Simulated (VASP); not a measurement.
# Ru (Im-3m) in VASP: a series of runs

Ru is run at these levels: LDA; tasks: single point.

Program: VASP 6.6.1. These are calculated values, not measurements. Logs are shortened: lines on timing, memory, paths and dates and some standing lists are left out, and cuts for length are marked.

### 1 The cell of the first run

It takes space group Im-3m (No. 229, cubic). Conventional cell: a = 3.001 Å, b = 3.001 Å, c = 3.001 Å, α = 90.00°, β = 90.00°, γ = 90.00°. Within 3.4 Å of Ru (site symmetry m-3m) lie 14 Ru at 2.60 to 3.00 Å.

### 2 Single point, LDA

File INCAR:

```
ALGO = Normal
EDIFF = 1E-6
ENCUT = 520
GGA = CA
ISIF = 2
ISMEAR = -1
LASPH = T
LCHARG = F
LREAL = F
LWAVE = F
NBANDS = 13
NELM = 100
PREC = Accurate
SIGMA = 0.1
```

File KPOINTS:

```
k-points
0
Gamma
  15 15 15
```

File POSCAR:

```
Ru
1.0
   -1.5003556195      1.5003556195      1.5003556195
    1.5003556195     -1.5003556195      1.5003556195
    1.5003556195      1.5003556195     -1.5003556195
Ru
1
Direct
    0.0000000000      0.0000000000      0.0000000000
```

Potentials or basis: VASP PAW LDA potentials, release 64 (Ru_pv).

Launch:

```
$ cat potpaw_LDA.64/Ru_pv/POTCAR > POTCAR
$ mpirun -np 1 vasp_std > vasp.out
```

OUTCAR:

```text
EDIFF = 1E-6
   ENCUT = 520
   GGA = CA
   ISIF = 2
   ISMEAR = -1
   LASPH = T
   LREAL = F
   NELM = 100
   PREC = Accurate

 ion  position               nearest neighbor table
   1  0.000  0.000  0.000-

  LATTYP: Found a body centered cubic cell.
 ALAT       =     3.0007112390

  Lattice vectors:

 A1 = (  -1.5003556195,   1.5003556195,   1.5003556195)
 A2 = (   1.5003556195,  -1.5003556195,   1.5003556195)
 A3 = (   1.5003556195,   1.5003556195,  -1.5003556195)

Analysis of symmetry for initial positions (statically):
=====================================================================
 Subroutine PRICEL returns:
 Original cell was already a primitive cell.

 Routine SETGRP: Setting up the symmetry group for a
 body centered cubic supercell.

 Subroutine GETGRP returns: Found 48 space group operations
 (whereof 48 operations were pure point group operations)
 out of a pool of 48 trial point group operations.

The static configuration has the point symmetry O_h .

Analysis of symmetry for dynamics (positions and initial velocities):
=====================================================================
 Subroutine PRICEL returns:
 Original cell was already a primitive cell.

 Routine SETGRP: Setting up the symmetry group for a
 body centered cubic supercell.

 Subroutine GETGRP returns: Found 48 space group operations
 (whereof 48 operations were pure point group operations)
 out of a pool of 48 trial point group operations.

The dynamic configuration has the point symmetry O_h .

 Subroutine INISYM returns: Found 48 space group operations
 (whereof 48 operations are pure point group operations),
 and found     1 'primitive' translations

----------------------------------------------------------------------------------------

                                     Primitive cell

  volume of cell :      13.5096

  direct lattice vectors                    reciprocal lattice vectors
    -1.500355620  1.500355620  1.500355620     0.000000000  0.333254326  0.333254326
     1.500355620 -1.500355620  1.500355620     0.333254326  0.000000000  0.333254326
     1.500355620  1.500355620 -1.500355620     0.333254326  0.333254326  0.000000000

  length of vectors
     2.598692162  2.598692162  2.598692162     0.471292787  0.471292787  0.471292787

  position of ions in fractional coordinates (direct lattice)
     0.000000000  0.000000000  0.000000000

  ion indices of the primitive-cell ions
   primitive index   ion index
                 1           1

----------------------------------------------------------------------------------------

 KPOINTS: k-points

Automatic generation of k-mesh.
 Grid dimensions read from file:
 generate k-points for:   15   15   15

 Generating k-lattice:

  Cartesian coordinates                     Fractional coordinates (reciprocal lattice)
     0.000000000  0.022216955  0.022216955     0.066666667  0.000000000  0.000000000
     0.022216955  0.000000000  0.022216955     0.000000000  0.066666667  0.000000000
     0.022216955  0.022216955  0.000000000     0.000000000  0.000000000  0.066666667

  Length of vectors
     0.031419519  0.031419519  0.031419519

  Shift w.r.t. Gamma in fractional coordinates (k-lattice)
     0.000000000  0.000000000  0.000000000

 Subroutine IBZKPT returns following result:
 ===========================================

 Found    120 irreducible k-points:

 Following reciprocal coordinates:
            Coordinates               Weight
  0.000000  0.000000  0.000000      1.000000
  0.066667  0.000000  0.000000     12.000000
  0.133333  0.000000  0.000000     12.000000
  0.200000  0.000000  0.000000     12.000000
  0.266667  0.000000  0.000000     12.000000
  0.333333  0.000000  0.000000     12.000000
[... 16 lines left out ...]
  0.333333  0.200000 -0.000000     48.000000
  0.400000  0.200000  0.000000     24.000000
 [... further k-points ...]
   k-points           NKPTS =    120   k-points in BZ     NKDIM =    120   number of bands    NBANDS=     13
   number of dos      NEDOS =    301   number of ions     NIONS =      1
   total plane-waves  NPLWV =   8000
   dimension x,y,z NGX =    20 NGY =   20 NGZ =   20
   dimension x,y,z NGXF=    40 NGYF=   40 NGZF=   40
   ions per type =               1
   NGX,Y,Z   is equivalent  to a cutoff of  12.79, 12.79, 12.79 a.u.
   NGXF,Y,Z  is equivalent  to a cutoff of  25.59, 25.59, 25.59 a.u.
 SYSTEM =  unknown system
   PREC   = accura    normal or accurate (medium, high low for compatibility)
   ISTART =      0    job   : 0-new  1-cont  2-samecut
   ICHARG =      2    charge: 1-file 2-atom 10-const
   ISPIN  =      1    spin polarized calculation?
   LNONCOLLINEAR =      F non collinear calculations
   LSORBIT =      F    spin-orbit coupling
   LASPH  =      T    aspherical Exc in radial PAW
   ENCUT  =  520.0 eV  38.22 Ry    6.18 a.u.   4.83  4.83  4.83*2*pi/ulx,y,z
   NELM   =    100;   NELMIN=  2; NELMDL= -5     # of ELM steps
   EDIFF  = 0.1E-05   stopping-criterion for ELM
   LREAL  =      F    real-space projection
   EDIFFG = 0.1E-04   stopping-criterion for IOM
   NSW    =      0    number of steps for IOM
   IBRION =     -1    ionic relax: 0-MD 1-quasi-New 2-CG
   NFREE  =      0    steps in history (QN), initial steepest desc. (CG)
   ISIF   =      2    stress and relaxation
   ISYM   =      2    0-nonsym 1-usesym 2-fastsym
   POTIM  = 0.5000    time-step for ionic-motion
   TEBEG  =    0.0;   TEEND  =   0.0 temperature during run
   PSTRESS=    0.0 pullay stress
   NELECT =      14.0000    total number of electrons
   NUPDOWN=      -1.0000    fix difference up-down
   EMIN   =  10.00;   EMAX   =-10.00  energy-range for DOS
   EFERMI =   0.00;   METHOD = LEGACY
   ISMEAR =    -1;   SIGMA  =   0.10  broadening in eV -4-tet -1-fermi 0-gaus
   EFERMI_NEDOS =   21; number of points for ismear=-14 and -15
   IALGO  =     38    algorithm
   IMIX   =      4    mixing-type and parameters
     AMIX     =   0.40;   BMIX     =  1.00
     AMIX_MAG =   1.60;   BMIX_MAG =  1.00
  volume/ion in A,a.u.               =      13.51        91.17
  Fermi-wavevector in a.u.,A,eV,Ry     =   1.656672  3.130657 37.342053  2.744563
  Thomas-Fermi vector in A             =   2.744557
   LORBIT       =      0    0 simple, 1 ext, 2 COOP (PROOUT), +10 PAW based schemes
   GGA     = CA    functional components
   LHFCALC =     F    Hartree Fock is set to
   AEXX    =    0.0000 exact exchange contribution
   IVDW    =     0    specifies the selected vdW correction
   LEPSILON=     F    determine dielectric tensor
   LRPA    =     F    only Hartree local field effects (RPA)
 non-spin polarized calculation
  energy-cutoff  :      520.00
  volume of cell :       13.51
 maximum number of plane-waves:       374
   NGX =  9   NGY =  9   NGZ =  9

 number of electron      13.9999994 magnetization

 Free energy of the ion-electron system (eV)
  ---------------------------------------------------
  ext. energy  EPLUGINS =         0.00000000
  ---------------------------------------------------
  free energy    TOTEN  =       -10.05030020 eV

  energy without entropy =       -9.99108891  energy(sigma->0) =      -10.02069455

 E-fermi :  12.9461     XC(G=0): -14.4038

 val. band max:       12.9282476343   @ k =   0.3333   0.1333   0.0667
 cond. band min:      12.9472182129   @ k =   0.2000   0.1333   0.1333
 fundamental gap:      0.0189705787
 Fermi energy:        12.9461261023

 k-point     1 :       0.0000    0.0000    0.0000
  band No.  band energies     occupation
      1     -29.4203      2.00000
      2     -29.4203      2.00000
      3     -29.4203      2.00000
      4       4.7224      2.00000
      5       9.9909      2.00000
      6       9.9909      2.00000
      7       9.9909      2.00000
      8      12.8402      1.48494
      9      12.8402      1.48494
     10      22.9955      0.00000
     11      30.0774      0.00000
     12      30.0774      0.00000
     13      30.0774      0.00000

 k-point     2 :       0.0667    0.0000    0.0000
  band No.  band energies     occupation
      1     -29.4714      2.00000
      2     -29.4365      2.00000
      3     -29.4205      2.00000
      4       4.9249      2.00000
      5       9.8955      2.00000
      6       9.9843      2.00000
      7      10.1676      2.00000
      8      12.7134      1.82219
      9      12.8458      1.46357
     10      22.9954      0.00000
     11      30.1935      0.00000
     12      30.3264      0.00000
     13      30.3969      0.00000

 k-point     3 :       0.1333    0.0000    0.0000
  band No.  band energies     occupation
      1     -29.6144      2.00000
      2     -29.4822      2.00000
      3     -29.4210      2.00000
      4       5.4884      2.00000
      5       9.6356      2.00000
      6       9.9481      2.00000
      7      10.6857      2.00000
      8      12.4570      1.98509
      9      12.8684      1.37007
     10      22.9954      0.00000
     11      30.3801      0.00000
     12      30.7828      0.00000
     13      31.3203      0.00000
[... 305 lines left out ...]
 k-point    23 :       0.3333    0.2000   -0.0000
  band No.  band energies     occupation
      1     -30.3856      2.00000
      2     -29.9110      2.00000
      3     -29.5314      2.00000
      4       7.4806      2.00000
      5       8.5453      2.00000
      6      10.5818      2.00000
      7      12.6751      1.87528
      8      13.6952      0.00112
      9      18.3849      0.00000
     10      22.9916      0.00000
     11      24.0196      0.00000
     12      26.5452      0.00000
     13      30.6310      0.00000

 k-point    24 :       0.4000    0.2000    0.0000
  band No.  band energies     occupation
      1     -30.4036      2.00000
      2     -29.9419      2.00000
      3     -29.5335      2.00000
      4       7.4134      2.00000
      5       8.5152      2.00000
      6      10.7602      2.00000
      7      12.7557      1.74065
      8      13.8130      0.00034
      9      19.2399      0.00000
     10      22.9517      0.00000
     11      23.0961      0.00000
     12      26.1844      0.00000
     13      30.4149      0.00000

 [... further k-points ...]

------------------------ aborting loop because EDIFF is reached ----------------------------------------

  FORCE on cell =-STRESS in cart. coord.  units (eV):
  Direction    XX          YY          ZZ          XY          YZ          ZX
  --------------------------------------------------------------------------------------
  -------------------------------------------------------------------------------------
  Total        0.0733757      0.0733757      0.0733757      0.0000000      0.0000000     -0.0000000
  in kB        8.7020230      8.7020230      8.7020230      0.0000000      0.0000000     -0.0000000
  external PRESSURE =       8.7020230 kB  Pullay stress =       0.0000000 kB

 VOLUME and BASIS-vectors are now :
 -----------------------------------------------------------------------------
  energy-cutoff  :      520.00
  volume of cell :       13.51
      direct lattice vectors                 reciprocal lattice vectors
    -1.500355620  1.500355620  1.500355620     0.000000000  0.333254326  0.333254326
     1.500355620 -1.500355620  1.500355620     0.333254326  0.000000000  0.333254326
     1.500355620  1.500355620 -1.500355620     0.333254326  0.333254326  0.000000000

 POSITION                                       TOTAL-FORCE (eV/Angst)
 -----------------------------------------------------------------------------------
      0.00000      0.00000      0.00000        -0.000000      0.000000      0.000000
 -----------------------------------------------------------------------------------
    total drift:                                0.000000     -0.000000      0.000000

  FREE ENERGIE OF THE ION-ELECTRON SYSTEM (eV)
  ---------------------------------------------------
  free  energy   TOTEN  =       -10.0503001979 eV

  energy  without entropy=       -9.9910889116  energy(sigma->0) =      -10.02069455
```

Run time: 24 s. Hardware: 1 thread of Intel Xeon 8259CL, shared host; peak memory 0.13 GiB.

Results:

```yaml
Free_energy: -10.0503 eV
Pressure: 0.9 GPa
Band_gap_on_the_k_mesh: zero (band 7 reaches 14.71 eV, above the bottom of band 8 at 11.32 eV)
```

### 3 Single point, LDA (volume scaled by 0.88)

File INCAR:

```
ALGO = Normal ; EDIFF = 1E-6
ENCUT = 520 ; ISIF = 2
ISMEAR = -1 ; LASPH = T
LCHARG = F ; LREAL = F
LWAVE = F ; NBANDS = 13
NELM = 80 ; PREC = Accurate
SIGMA = 0.1
```

File KPOINTS:

```
k-points
0
Gamma
  17 17 17
```

File POSCAR:

```
Ru
1.0
   -1.4377667416      1.4377667416      1.4377667416
    1.4377667416     -1.4377667416      1.4377667416
    1.4377667416      1.4377667416     -1.4377667416
Ru
1
Direct
    0.0000000000      0.0000000000      0.0000000000
```

Potentials or basis: VASP PAW LDA potentials, release 64 (Ru_pv).

Launch:

```
$ cat potpaw_LDA.64/Ru_pv/POTCAR > POTCAR
$ mpirun -np 1 vasp_std > vasp.out
```

Wall time 30 s (1 thread of Intel Xeon 8259CL, shared host); peak memory 0.14 GiB.

Results (log left out):

```
Free energy            : -9.7750 eV
Pressure               : 58.9 GPa
Band gap on the k mesh : zero (band 7 reaches 17.69 eV, above the bottom of band 8 at 13.26 eV)
```

Levels at points of the mesh, in eV from the Fermi level:
| k point | band 3 | band 4 | band 5 | band 6 | band 7 | band 8 | band 9 | band 10 | band 11 | band 12 |
| --- | --- | --- | --- | --- | --- | --- | --- | --- | --- | --- |
| (0.00, 0.00, 0.00) | -42.40 | -8.99 | -3.54 | -3.54 | -3.54 | -0.16 | -0.16 | 9.94 | 17.13 | 17.13 |

### 4 Single point, LDA (volume scaled by 0.92)

File INCAR:

```
SYSTEM = Ru
  PREC = Accurate
  ENCUT = 520
  EDIFF = 1E-6
  ISMEAR = -1
  SIGMA = 0.1
  LREAL = .False.
  LASPH = .True.
  NELM = 60
  ALGO = Normal
  ISIF = 2
  LWAVE = .False.
  LCHARG = .False.
  NBANDS = 13
```

File KPOINTS:

```
regular mesh
0
Gamma
  17 17 17
  0 0 0
```

File POSCAR:

```
Ru
1.0
   -1.4592291109      1.4592291109      1.4592291109
    1.4592291109     -1.4592291109      1.4592291109
    1.4592291109      1.4592291109     -1.4592291109
Ru
1
Direct
    0.0000000000      0.0000000000      0.0000000000
```

Launch:

```
$ cat potpaw_LDA.64/Ru_pv/POTCAR > POTCAR
$ mpirun -np 1 vasp_std > vasp.out
```

Wall time 30 s (1 thread of Intel Xeon 8259CL, shared host); peak memory 0.14 GiB.

Results (log left out):

- Free energy: -9.9322 eV
- Pressure: 35.0 GPa
- Band gap on the k mesh: zero (band 7 reaches 16.63 eV, above the bottom of band 8 at 12.49 eV)

Levels at points of the mesh, in eV from the Fermi level:
```tsv
k point	band 5	band 6	band 7	band 8	band 9	band 10
(0.00, 0.00, 0.00)	-3.33	-3.33	-3.33	-0.14	-0.14	9.97
```

### 5 Single point, LDA (volume scaled by 0.96)

File INCAR:

```
  PREC = Accurate
  ENCUT = 520
  EDIFF = 1E-6
  ISMEAR = -1
  SIGMA = 0.1
  LREAL = False
  LASPH = True
  NELM = 100
  ALGO = Normal
  ISIF = 2
  LWAVE = False
  LCHARG = False
  NBANDS = 13
```

File KPOINTS:

```
Automatic mesh
0
Gamma
  17 17 17
```

File POSCAR:

```
Ru
1.0
   -1.4800780578      1.4800780578      1.4800780578
    1.4800780578     -1.4800780578      1.4800780578
    1.4800780578      1.4800780578     -1.4800780578
Ru
1
Direct
    0.0000000000      0.0000000000      0.0000000000
```

Launch:

```
$ cat potpaw_LDA.64/Ru_pv/POTCAR > POTCAR
$ mpirun -np 1 vasp_std > vasp.out
```

Wall time 33 s (1 thread of Intel Xeon 8259CL, shared host); peak memory 0.14 GiB.

The run converged. Its results:

```
Free energy            : -10.0176 eV
Pressure               : 16.1 GPa
Band gap on the k mesh : zero (band 7 reaches 15.65 eV, above the bottom of band 8 at 11.78 eV)
```

Levels at points of the mesh, in eV from the Fermi level:
```tsv
k point	band 4	band 5	band 6	band 7	band 8	band 9	band 10	band 11
(0.00, 0.00, 0.00)	-8.47	-3.13	-3.13	-3.13	-0.12	-0.12	10.01	17.15
```

### 6 Overview

| cell | k mesh | gap on the mesh (eV) | pressure (GPa) |
| --- | --- | --- | --- |
| a = 2.599 Å, angles 109.5°, 1 atom | 15 × 15 × 15 | none | 0.9 |
| a = 2.490 Å, angles 109.5°, 1 atom | 17 × 17 × 17 | none | 58.9 |
| a = 2.527 Å, angles 109.5°, 1 atom | 17 × 17 × 17 | none | 35.0 |
| a = 2.564 Å, angles 109.5°, 1 atom | 17 × 17 × 17 | none | 16.1 |

Alike in all rows: task single point; level LDA; potentials or basis VASP PAW LDA potentials, release 64 (Ru_pv); no spin polarisation; cutoff (eV) 520; smearing fermi-dirac 0.1 eV.

Absolute energies hang on the potentials; compare differences alone.
